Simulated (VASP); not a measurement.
# MoI (P1) in VASP: a series of runs

MoI is run at these levels: PBE; tasks: single point.

Everything below comes from runs of VASP 6.6.1. Logs are shortened: lines on timing, memory, paths and dates and some standing lists are left out, and cuts for length are marked.

### 1 The cell of the first run

The typed cell holds 2 atoms: a = 3.623 Å, b = 3.623 Å, c = 5.042 Å, α = 90.00°, β = 90.00°, γ = 90.00°.

### 2 Single point, PBE

Contents of INCAR:

```
PREC     = Accurate       # precision mode
ENCUT    = 520            # plane-wave cutoff, eV
EDIFF    = 1E-6           # SCF threshold, eV
ISMEAR   = 0              # smearing method
SIGMA    = 0.05           # smearing width, eV
LREAL    = False          # projectors in reciprocal space
LASPH    = True           # aspherical terms in the spheres
NELM     = 60             # most SCF steps
ALGO     = Normal         # electronic algorithm
ISIF     = 2              # what is computed and relaxed
LWAVE    = False          # write WAVECAR
LCHARG   = True           # write CHGCAR
GGA      = PE             # functional
LELF     = True           # ELF
LVHAR    = True         
NBANDS   = 18             # bands
```

Contents of KPOINTS:

```
regular mesh
0
Gamma
  5 5 4
```

Contents of POSCAR:

```
MoI
1.0
    3.6232628200      0.0000000000      0.0000000000
    0.0000000000      3.6232628200      0.0000000000
    0.0000000000      0.0000000000      5.0420814100
Mo I
1 1
Direct
    0.5017470000      0.4871910000      0.5000190000
   -0.0032950000     -0.0103830000      0.5097300000
```

Potentials or basis: VASP PAW PBE potentials, release 64 (Mo_sv, I).

Run with:

```sh
> cat potpaw_PBE.64/Mo_sv/POTCAR potpaw_PBE.64/I/POTCAR > POTCAR
> mpirun -np 1 vasp_std > vasp.out
```

OUTCAR:

```text
PREC = Accurate
   ENCUT = 520
   EDIFF = 1E-6
   ISMEAR = 0
   LREAL = False
   LASPH = True
   NELM = 60
   ISIF = 2
   GGA = PE

 ion  position               nearest neighbor table
   1  0.502  0.487  0.500-   2 2.54   2 2.56   2 2.57   2 2.58
   2  0.997  0.990  0.510-   1 2.54   1 2.56   1 2.57   1 2.58

  LATTYP: Found a simple tetragonal cell.
 ALAT       =     3.6232628200
 C/A-ratio  =     1.3915858883

  Lattice vectors:

 A1 = (   3.6232628200,   0.0000000000,   0.0000000000)
 A2 = (   0.0000000000,   3.6232628200,   0.0000000000)
 A3 = (   0.0000000000,   0.0000000000,   5.0420814100)

Analysis of symmetry for initial positions (statically):
=====================================================================
 Subroutine PRICEL returns:
 Original cell was already a primitive cell.

 Routine SETGRP: Setting up the symmetry group for a
 simple tetragonal supercell.

 Subroutine GETGRP returns: Found  1 space group operations
 (whereof  1 operations were pure point group operations)
 out of a pool of 16 trial point group operations.

The static configuration has the point symmetry C_1 .

Analysis of symmetry for dynamics (positions and initial velocities):
=====================================================================
 Subroutine PRICEL returns:
 Original cell was already a primitive cell.

 Routine SETGRP: Setting up the symmetry group for a
 simple tetragonal supercell.

 Subroutine GETGRP returns: Found  1 space group operations
 (whereof  1 operations were pure point group operations)
 out of a pool of 16 trial point group operations.

The dynamic configuration has the point symmetry C_1 .

 Subroutine INISYM returns: Found  1 space group operations
 (whereof  1 operations are pure point group operations),
 and found     1 'primitive' translations

----------------------------------------------------------------------------------------

                                     Primitive cell

  volume of cell :      66.1926

  direct lattice vectors                    reciprocal lattice vectors
     3.623262820  0.000000000  0.000000000     0.275994332  0.000000000  0.000000000
     0.000000000  3.623262820  0.000000000     0.000000000  0.275994332  0.000000000
     0.000000000  0.000000000  5.042081410     0.000000000  0.000000000  0.198330792

  length of vectors
     3.623262820  3.623262820  5.042081410     0.275994332  0.275994332  0.198330792

  position of ions in fractional coordinates (direct lattice)
     0.501747000  0.487191000  0.500019000
     0.996705000  0.989617000  0.509730000

  ion indices of the primitive-cell ions
   primitive index   ion index
                 1           1
                 2           2

----------------------------------------------------------------------------------------

 KPOINTS: regular mesh

Automatic generation of k-mesh.
 Grid dimensions read from file:
 generate k-points for:    5    5    4

 Generating k-lattice:

  Cartesian coordinates                     Fractional coordinates (reciprocal lattice)
     0.055198866  0.000000000  0.000000000     0.200000000  0.000000000  0.000000000
     0.000000000  0.055198866  0.000000000     0.000000000  0.200000000  0.000000000
     0.000000000  0.000000000  0.049582698     0.000000000  0.000000000  0.250000000

  Length of vectors
     0.055198866  0.055198866  0.049582698

  Shift w.r.t. Gamma in fractional coordinates (k-lattice)
     0.000000000  0.000000000  0.000000000

 Subroutine IBZKPT returns following result:
 ===========================================

 Found     51 irreducible k-points:

 Following reciprocal coordinates:
            Coordinates               Weight
  0.000000  0.000000  0.000000      1.000000
  0.200000  0.000000  0.000000      2.000000
  0.000000  0.200000  0.000000      2.000000
  0.400000  0.000000  0.000000      2.000000
  0.000000  0.400000  0.000000      2.000000
  0.200000  0.200000  0.000000      2.000000
[... 16 lines left out ...]
  0.200000  0.200000  0.250000      2.000000
 -0.200000  0.200000  0.250000      2.000000
 [... further k-points ...]
   k-points           NKPTS =     51   k-points in BZ     NKDIM =     51   number of bands    NBANDS=     18
   number of dos      NEDOS =    301   number of ions     NIONS =      2
   total plane-waves  NPLWV =  31360
   dimension x,y,z NGX =    28 NGY =   28 NGZ =   40
   dimension x,y,z NGXF=    56 NGYF=   56 NGZF=   80
   ions per type =               1   1
   NGX,Y,Z   is equivalent  to a cutoff of  12.85, 12.85, 13.19 a.u.
   NGXF,Y,Z  is equivalent  to a cutoff of  25.69, 25.69, 26.38 a.u.
 SYSTEM =  unknown system
   PREC   = accura    normal or accurate (medium, high low for compatibility)
   ISTART =      0    job   : 0-new  1-cont  2-samecut
   ICHARG =      2    charge: 1-file 2-atom 10-const
   ISPIN  =      1    spin polarized calculation?
   LNONCOLLINEAR =      F non collinear calculations
   LSORBIT =      F    spin-orbit coupling
   LASPH  =      T    aspherical Exc in radial PAW
   ENCUT  =  520.0 eV  38.22 Ry    6.18 a.u.   6.74  6.74  9.37*2*pi/ulx,y,z
   NELM   =     60;   NELMIN=  2; NELMDL= -5     # of ELM steps
   EDIFF  = 0.1E-05   stopping-criterion for ELM
   LREAL  =      F    real-space projection
   EDIFFG = 0.1E-04   stopping-criterion for IOM
   NSW    =      0    number of steps for IOM
   IBRION =     -1    ionic relax: 0-MD 1-quasi-New 2-CG
   NFREE  =      0    steps in history (QN), initial steepest desc. (CG)
   ISIF   =      2    stress and relaxation
   ISYM   =      2    0-nonsym 1-usesym 2-fastsym
   POTIM  = 0.5000    time-step for ionic-motion
   TEBEG  =    0.0;   TEEND  =   0.0 temperature during run
   PSTRESS=    0.0 pullay stress
   NELECT =      21.0000    total number of electrons
   NUPDOWN=      -1.0000    fix difference up-down
   EMIN   =  10.00;   EMAX   =-10.00  energy-range for DOS
   EFERMI =   0.00;   METHOD = LEGACY
   ISMEAR =     0;   SIGMA  =   0.05  broadening in eV -4-tet -1-fermi 0-gaus
   EFERMI_NEDOS =   21; number of points for ismear=-14 and -15
   IALGO  =     38    algorithm
   IMIX   =      4    mixing-type and parameters
     AMIX     =   0.40;   BMIX     =  1.00
     AMIX_MAG =   1.60;   BMIX_MAG =  1.00
  volume/ion in A,a.u.               =      33.10       223.34
  Fermi-wavevector in a.u.,A,eV,Ry     =   1.116550  2.109973 16.962157  1.246683
  Thomas-Fermi vector in A             =   2.253165
   LORBIT       =      0    0 simple, 1 ext, 2 COOP (PROOUT), +10 PAW based schemes
   GGA     = PE    functional components
   LHFCALC =     F    Hartree Fock is set to
   AEXX    =    0.0000 exact exchange contribution
   IVDW    =     0    specifies the selected vdW correction
   LEPSILON=     F    determine dielectric tensor
   LRPA    =     F    only Hartree local field effects (RPA)
 non-spin polarized calculation
 Gauss-broadening in eV      SIGMA  =   0.05
  energy-cutoff  :      520.00
  volume of cell :       66.19
 maximum number of plane-waves:      1803
   NGX = 13   NGY = 13   NGZ = 19

 number of electron      21.0000000 magnetization

 Free energy of the ion-electron system (eV)
  ---------------------------------------------------
  ext. energy  EPLUGINS =         0.00000000
  ---------------------------------------------------
  free energy    TOTEN  =        -7.88009722 eV

  energy without entropy =       -7.87453752  energy(sigma->0) =       -7.87731737

 E-fermi :   5.5271     XC(G=0):  -8.6911

 val. band max:        5.5244050315   @ k =   0.4000   0.0000   0.5000
 cond. band min:       5.5471411933   @ k =  -0.4000   0.0000   0.2500
 fundamental gap:      0.0227361618
 Fermi energy:         5.5271197370

 k-point     1 :       0.0000    0.0000    0.0000
  band No.  band energies     occupation
      1     -55.1196      2.00000
      2     -29.5266      2.00000
      3     -29.5256      2.00000
      4     -28.9609      2.00000
      5     -10.5337      2.00000
      6       0.6092      2.00000
[... 10 lines left out ...]
     17      15.2079      0.00000
     18      15.5942      0.00000

 k-point     2 :       0.2000    0.0000    0.0000
  band No.  band energies     occupation
      1     -55.1182      2.00000
      2     -29.5602      2.00000
      3     -29.5162      2.00000
      4     -28.9582      2.00000
      5     -10.1746      2.00000
      6      -0.3168      2.00000
[... 10 lines left out ...]
     17      13.4237      0.00000
     18      15.7223      0.00000

 k-point     3 :       0.0000    0.2000    0.0000
  band No.  band energies     occupation
      1     -55.1182      2.00000
      2     -29.5602      2.00000
      3     -29.5163      2.00000
      4     -28.9582      2.00000
      5     -10.1746      2.00000
      6      -0.3180      2.00000
[... 10 lines left out ...]
     17      13.4231      0.00000
     18      15.7219      0.00000

 k-point     4 :       0.4000    0.0000    0.0000
  band No.  band energies     occupation
      1     -55.1160      2.00000
      2     -29.6148      2.00000
      3     -29.5002      2.00000
      4     -28.9538      2.00000
      5      -9.4628      2.00000
      6      -2.4079      2.00000
[... 10 lines left out ...]
     17      12.6290      0.00000
     18      14.3575      0.00000

 k-point     5 :       0.0000    0.4000    0.0000
  band No.  band energies     occupation
      1     -55.1160      2.00000
      2     -29.6147      2.00000
      3     -29.5003      2.00000
      4     -28.9538      2.00000
      5      -9.4627      2.00000
      6      -2.4076      2.00000
[... 10 lines left out ...]
     17      12.6288      0.00000
     18      14.3584      0.00000

 k-point     6 :       0.2000    0.2000    0.0000
  band No.  band energies     occupation
      1     -55.1167      2.00000
      2     -29.5524      2.00000
      3     -29.5494      2.00000
      4     -28.9558      2.00000
      5      -9.9342      2.00000
      6      -1.0693      2.00000
[... 10 lines left out ...]
     17      13.3568      0.00000
     18      13.9203      0.00000

 k-point     7 :      -0.2000    0.2000    0.0000
  band No.  band energies     occupation
      1     -55.1167      2.00000
      2     -29.5514      2.00000
      3     -29.5504      2.00000
      4     -28.9558      2.00000
      5      -9.9342      2.00000
      6      -1.0687      2.00000
[... 10 lines left out ...]
     17      13.3569      0.00000
     18      13.9227      0.00000

 k-point     8 :       0.4000    0.2000    0.0000
  band No.  band energies     occupation
      1     -55.1141      2.00000
      2     -29.6064      2.00000
      3     -29.5357      2.00000
      4     -28.9519      2.00000
      5      -9.5080      2.00000
      6      -1.9943      2.00000
[... 10 lines left out ...]
     17      13.0171      0.00000
     18      13.5764      0.00000
[... 229 lines left out ...]
     17      13.8192      0.00000
     18      14.4634      0.00000

 k-point    20 :       0.0000    0.4000    0.2500
  band No.  band energies     occupation
      1     -55.1160      2.00000
      2     -29.6147      2.00000
      3     -29.5003      2.00000
      4     -28.9540      2.00000
      5      -9.4517      2.00000
      6      -2.3897      2.00000
[... 10 lines left out ...]
     17      13.8183      0.00000
     18      14.4653      0.00000

 k-point    21 :      -0.4000    0.0000    0.2500
  band No.  band energies     occupation
      1     -55.1160      2.00000
      2     -29.6147      2.00000
      3     -29.5002      2.00000
      4     -28.9540      2.00000
      5      -9.4518      2.00000
      6      -2.3900      2.00000
[... 10 lines left out ...]
     17      13.8182      0.00000
     18      14.4645      0.00000

 k-point    22 :       0.0000   -0.4000    0.2500
  band No.  band energies     occupation
      1     -55.1160      2.00000
      2     -29.6147      2.00000
      3     -29.5003      2.00000
      4     -28.9540      2.00000
      5      -9.4517      2.00000
      6      -2.3897      2.00000
[... 10 lines left out ...]
     17      13.8188      0.00000
     18      14.4648      0.00000

 k-point    23 :       0.2000    0.2000    0.2500
  band No.  band energies     occupation
      1     -55.1167      2.00000
      2     -29.5524      2.00000
      3     -29.5493      2.00000
      4     -28.9560      2.00000
      5      -9.9232      2.00000
      6      -1.0581      2.00000
[... 10 lines left out ...]
     17      13.2316      0.00000
     18      14.2019      0.00000

 k-point    24 :      -0.2000    0.2000    0.2500
  band No.  band energies     occupation
      1     -55.1167      2.00000
      2     -29.5513      2.00000
      3     -29.5504      2.00000
      4     -28.9560      2.00000
      5      -9.9231      2.00000
      6      -1.0575      2.00000
[... 10 lines left out ...]
     17      13.2336      0.00000
     18      14.2093      0.00000

 [... further k-points ...]
[... 5 lines left out ...]
  --------------------------------------------------------------------------------------
  -------------------------------------------------------------------------------------
  Total        6.8236496      6.8388755     -1.0907331     -0.0246374     -0.0041011      0.0084523
  in kB      165.1649045    165.5334434    -26.4009490     -0.5963421     -0.0992660      0.2045863
  external PRESSURE =     101.4324663 kB  Pullay stress =       0.0000000 kB

 VOLUME and BASIS-vectors are now :
 -----------------------------------------------------------------------------
  energy-cutoff  :      520.00
  volume of cell :       66.19
      direct lattice vectors                 reciprocal lattice vectors
     3.623262820  0.000000000  0.000000000     0.275994332  0.000000000  0.000000000
     0.000000000  3.623262820  0.000000000     0.000000000  0.275994332  0.000000000
     0.000000000  0.000000000  5.042081410     0.000000000  0.000000000  0.198330792

 POSITION                                       TOTAL-FORCE (eV/Angst)
 -----------------------------------------------------------------------------------
      1.81796      1.76522      2.52114        -0.171458      0.083472     -0.193033
      3.61132      3.58564      2.57010         0.171458     -0.083472      0.193033
 -----------------------------------------------------------------------------------
    total drift:                                0.000101      0.000368      0.000091

  FREE ENERGIE OF THE ION-ELECTRON SYSTEM (eV)
  ---------------------------------------------------
  free  energy   TOTEN  =        -7.8800972202 eV

  energy  without entropy=       -7.8745375230  energy(sigma->0) =       -7.87731737
```

Run time: 40 s. Hardware: 1 thread of Intel Xeon Platinum 8375C at 2.90GHz (Ice Lake), shared host; peak memory 0.21 GiB.

What came out:

```yaml
Free_energy: -7.8801 eV
Pressure: 10.1 GPa
Largest_force: 0.271 eV/Å
Band_gap_on_the_k_mesh: zero (an odd number of electrons rules out a gap without spin polarisation)
```

Forces in eV/Å, atoms in the order of the input:
```
Mo  -0.171  0.083 -0.193
I    0.171 -0.083  0.193
```

Stress tensor (GPa, compression positive):
```
16.52 -0.06  0.02
-0.06 16.55 -0.01
 0.02 -0.01 -2.64
```

Caveat: the stress differs along the axes, from -3 to 17 GPa; spin-orbit coupling is left out, which moves the levels of the heavy elements; an odd number of electrons without spin polarisation forces a metal; a magnetic or distorted state may lie lower.

(Part 1 of 2 ends here.)

The gap in the log of VASP goes by the Fermi energy; the results here count the filled bands.